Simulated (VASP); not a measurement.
A run of VASP 6.6.1 is set up as follows.

Contents of INCAR:

```
ALGO     = Normal         # electronic algorithm
EDIFF    = 1E-6           # SCF threshold, eV
ENCUT    = 700            # plane-wave cutoff, eV
GGA      = CA             # functional
GGA_COMPAT= F            
ISIF     = 2              # what is computed and relaxed
ISMEAR   = -1             # smearing method
ISPIN    = 2              # spin polarisation
LASPH    = T              # aspherical terms in the spheres
LCHARG   = F              # write CHGCAR
LMAXMIX  = 4              # l up to which the mixer works
LORBIT   = 11             # projections on sites
LREAL    = F              # projectors in reciprocal space
LWAVE    = F              # write WAVECAR
MAGMOM   = 1 0            # initial moments
NBANDS   = 23             # bands
NELM     = 200            # most SCF steps
PREC     = Accurate       # precision mode
SIGMA    = 0.05           # smearing width, eV
```

Contents of KPOINTS:

```
k-points
0
Gamma
  11 11 11
```

File POSCAR:

```
NiO
1.0
    0.0000000000      2.0997159621      2.0997159621
    2.0997159621      0.0000000000      2.0997159621
    2.0997159621      2.0997159621      0.0000000000
Ni O
1 1
Direct
    0.0000000000      0.0000000000      0.0000000000
    0.5000000000      0.5000000000      0.5000000000
```

Potentials or basis: VASP PAW LDA potentials, release 64 (Ni_sv_GW, O).

Command:

```console
$ cat potpaw_LDA.64/Ni_sv_GW/POTCAR potpaw_LDA.64/O/POTCAR > POTCAR
$ mpirun -np 1 vasp_std > vasp.out
```

Problem. Estimate the net moment.

Solution. 0.26 μB per cell.

Problem. Estimate the pressure.

Solution. -23.2 GPa.

Caveat: the cell stands under tension.
